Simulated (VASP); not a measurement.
# Si24NO48 (a cell with a defect) in VASP: a series of runs, part 2 of 2

VASP 6.6.1. The steps go on from the part before.

### Step 3. Single point, PBEsol, collinear spin

Input file INCAR:

```
  PREC = Accurate
  ENCUT = 520
  EDIFF = 1E-6
  ISMEAR = -1
  SIGMA = 0.05
  LREAL = Auto
  LASPH = T
  NELM = 200
  ALGO = Normal
  ISIF = 2
  LWAVE = F
  LCHARG = T
  ISPIN = 2
  MAGMOM = 0 0 0 0 0 0 0 0 0 0 0 0 0.5 0 0 0 0 0.5 0 0 0 0 0 0 0 0 0 0 0 0 0 0 0 0 0 0 0 0 0 0 0 0 0 0 0 0 0 0 0 0 0 0 0 0 0 0 0 0 0 0 0 0 0 0 0 0 0 0 0 0 0 0.5 0.5
  LORBIT = 11
  GGA = PS
  LELF = T
  LVHAR = T
  NBANDS = 240
  NELECT = 388.0
  ISYM = -1
  GGA_COMPAT = F
  KPAR = 1
```

Input file KPOINTS:

```
explicit points
1
Reciprocal
  0.25000000   0.25000000   0.25000000 1
```

Input file POSCAR:

```
Si24NO48
1.0
    9.9016390000      0.0000000000      0.0000000000
   -4.9508190000      8.5750710000      0.0000000000
    0.0000000000      0.0000000000     10.8858800000
Si O N
24 48 1
Direct
    0.2390930000      0.0030440000      0.1626390000
    0.2233750000      0.9918760000      0.6707100000
    0.2389940000      0.5066320000      0.1685410000
    0.2362640000      0.4970640000      0.6692160000
    0.7354770000      0.0023230000      0.1652510000
    0.7364620000      0.9973690000      0.6663190000
    0.7385970000      0.5088650000      0.1639350000
    0.7402240000      0.4975110000      0.6684460000
    0.0033330000      0.2387430000      0.3283300000
    0.9969630000      0.2347240000      0.8358850000
    0.0046490000      0.7377200000      0.3320300000
    0.9973590000      0.7277650000      0.8387720000
    0.5226500000      0.2322590000      0.3180060000
    0.4949510000      0.2349250000      0.8349200000
    0.5025080000      0.7377200000      0.3353300000
    0.5019970000      0.7357740000      0.8321540000
    0.2660360000      0.2709660000      0.0016960000
    0.2388890000      0.2479450000      0.5061780000
    0.2685870000      0.7673820000      0.9996770000
    0.2659530000      0.7631870000      0.5004550000
    0.7587140000      0.2636360000      0.9991150000
    0.7763370000      0.2651860000      0.4991830000
    0.7659320000      0.7691180000      0.9996150000
    0.7677120000      0.7629940000      0.5009340000
    0.2142350000      0.1415960000      0.1106090000
    0.1741410000      0.1105310000      0.6056560000
    0.2141160000      0.6436690000      0.1120580000
    0.2090840000      0.6275300000      0.6035610000
    0.7025860000      0.1353190000      0.1091560000
    0.7081260000      0.1285410000      0.6010990000
    0.7048730000      0.6403220000      0.1093370000
    0.7106980000      0.6285840000      0.6058660000
    0.3779360000      0.0739450000      0.2681810000
    0.3537530000      0.0762910000      0.7767680000
    0.3670280000      0.5740790000      0.2785000000
    0.3691400000      0.5714170000      0.7741120000
    0.8682340000      0.0769220000      0.2716980000
    0.8645150000      0.0728140000      0.7754930000
    0.8729370000      0.5776810000      0.2682650000
    0.8652480000      0.5644400000      0.7794250000
    0.4279450000      0.3013420000      0.9401650000
    0.4309580000      0.8008400000      0.4407280000
    0.4294850000      0.7948390000      0.9390860000
    0.9420150000      0.2947390000      0.4456920000
    0.9214710000      0.2945170000      0.9398190000
    0.9288540000      0.7935300000      0.4383290000
    0.9276640000      0.7897150000      0.9456180000
    0.1423160000      0.2095470000      0.3810180000
    0.1301740000      0.2076390000      0.8981170000
    0.1357530000      0.7065260000      0.3927290000
    0.1337760000      0.7019080000      0.8952000000
    0.6604810000      0.2154170000      0.3785840000
    0.6244970000      0.2000970000      0.8938240000
    0.6325240000      0.7049080000      0.3967290000
    0.6375170000      0.7095210000      0.8905060000
    0.0737060000      0.3723650000      0.2241900000
    0.0732150000      0.3645960000      0.7272550000
    0.0813820000      0.8732970000      0.2281680000
    0.0642670000      0.8551980000      0.7289980000
    0.5752060000      0.3788800000      0.2301360000
    0.5747090000      0.3656110000      0.7265650000
    0.5761390000      0.8669200000      0.2267180000
    0.5719180000      0.8648340000      0.7231940000
    0.2962910000      0.4337650000      0.0606890000
    0.2935220000      0.4159660000      0.5641710000
    0.2961080000      0.9323700000      0.0536930000
    0.2872710000      0.9208870000      0.5654240000
    0.7842920000      0.4260910000      0.0566520000
    0.7971400000      0.4236430000      0.5600420000
    0.7953270000      0.9330410000      0.0563280000
    0.7993720000      0.9246240000      0.5627120000
    0.4680500000      0.2056540000      0.5491880000
    0.4225450000      0.2470920000      0.4604080000
```

Potentials or basis: VASP PAW PBE potentials, release 64 (Si, O, N).

On the command line:

```bash
$ cat potpaw_PBE.64/Si/POTCAR potpaw_PBE.64/O/POTCAR potpaw_PBE.64/N/POTCAR > POTCAR
$ mpirun -np 4 vasp_std > vasp.out
```

Run time: 4.7 min. Hardware: 4 MPI ranks of Intel Xeon Platinum 8488C (Sapphire Rapids), shared host; peak memory 0.57 GiB.

It converged, with:

```yaml
Free_energy: -598.7937 eV
Largest_force: 0.817 eV/Å
Net_moment: 0.00 μB per cell
Valence_electrons_inside_the_program's_atomic_spheres: Si 1.64, 1.63, 1.65, 1.66 (each value once); O 5.22, 5.21, 5.23, 5.20, 5.00 (each value once); N 3.80
```

Forces in eV/Å, atoms in the order of the input:
```
Si  -0.007  0.013  0.018
Si  -0.007  0.024 -0.006
Si  -0.018 -0.007  0.003
Si  -0.004 -0.008 -0.014
Si  -0.017  0.004  0.008
Si  -0.020  0.008 -0.001
Si  -0.022 -0.015  0.003
Si  -0.009 -0.017 -0.004
Si   0.026 -0.016  0.005
Si   0.000 -0.014 -0.001
Si   0.012 -0.012 -0.009
Si   0.008 -0.017  0.005
Si  -0.063 -0.008  0.054
Si   0.005 -0.020 -0.015
Si   0.007 -0.008  0.000
Si   0.001 -0.018 -0.004
Si   0.006  0.012  0.005
Si   0.071  0.001 -0.049
Si   0.006  0.023  0.000
Si   0.004  0.010  0.013
Si   0.003  0.021  0.000
Si   0.000  0.019 -0.009
Si   0.007  0.014 -0.002
Si   0.009  0.010  0.009
O   -0.021  0.016  0.006
O   -0.009 -0.018  0.026
O   -0.018  0.012  0.015
O   -0.013  0.009  0.005
O   -0.021  0.008  0.014
O   -0.013 -0.005  0.014
O   -0.031  0.019  0.003
O   -0.016  0.015  0.005
O   -0.017 -0.051 -0.017
O   -0.003 -0.009  0.003
O    0.003 -0.021  0.013
O    0.012 -0.012  0.017
O   -0.005 -0.030  0.005
O    0.000 -0.016  0.011
O    0.002 -0.016  0.011
O    0.008 -0.015  0.016
O    0.012  0.016  0.014
O    0.022  0.012  0.004
O    0.017  0.010  0.010
O    0.022  0.015  0.016
O    0.016  0.014  0.009
O    0.012  0.008  0.011
O    0.015  0.013  0.013
O   -0.008 -0.008 -0.044
O    0.017 -0.011 -0.008
O    0.015 -0.008 -0.011
O    0.018 -0.015 -0.014
O    0.040 -0.006  0.015
O    0.012 -0.016 -0.011
O    0.012 -0.012 -0.009
O    0.021 -0.010 -0.005
O   -0.017  0.006 -0.018
O   -0.016 -0.014 -0.005
O   -0.016 -0.010 -0.002
O   -0.027 -0.023 -0.007
O   -0.018  0.032 -0.030
O   -0.015 -0.006 -0.018
O   -0.017 -0.016 -0.007
O   -0.019 -0.010 -0.009
O    0.000  0.022 -0.010
O   -0.002  0.045  0.010
O    0.015  0.010 -0.022
O    0.006  0.010 -0.014
O    0.002  0.009 -0.008
O   -0.004  0.021 -0.004
O    0.004  0.018 -0.012
O    0.007  0.018 -0.019
O    0.428 -0.246  0.652
N   -0.409  0.243 -0.624
```

Levels at points of the mesh, in eV from the Fermi level:
Spin up:
| k point | band 190 | band 191 | band 192 | band 193 | band 194 | band 195 | band 196 | band 197 | band 198 | band 199 |
| --- | --- | --- | --- | --- | --- | --- | --- | --- | --- | --- |
| (0.25, 0.25, 0.25) | -0.90 | -0.84 | -0.80 | -0.78 | -0.63 | 0.62 | 5.67 | 6.28 | 6.32 | 6.55 |
Spin down:
| k point | band 190 | band 191 | band 192 | band 193 | band 194 | band 195 | band 196 | band 197 | band 198 | band 199 |
| --- | --- | --- | --- | --- | --- | --- | --- | --- | --- | --- |
| (0.25, 0.25, 0.25) | -0.90 | -0.84 | -0.80 | -0.78 | -0.63 | 0.62 | 5.67 | 6.28 | 6.32 | 6.55 |

Caveat: the cell carries a net charge on a neutralising background, which shifts energy and pressure; the cell is charged against a uniform background, so pressure and absolute levels hang on convention; the standard files for N, O and F lose accuracy on very short bonds; the PAW data sets were made with another functional, which shifts forces and pressure a little.
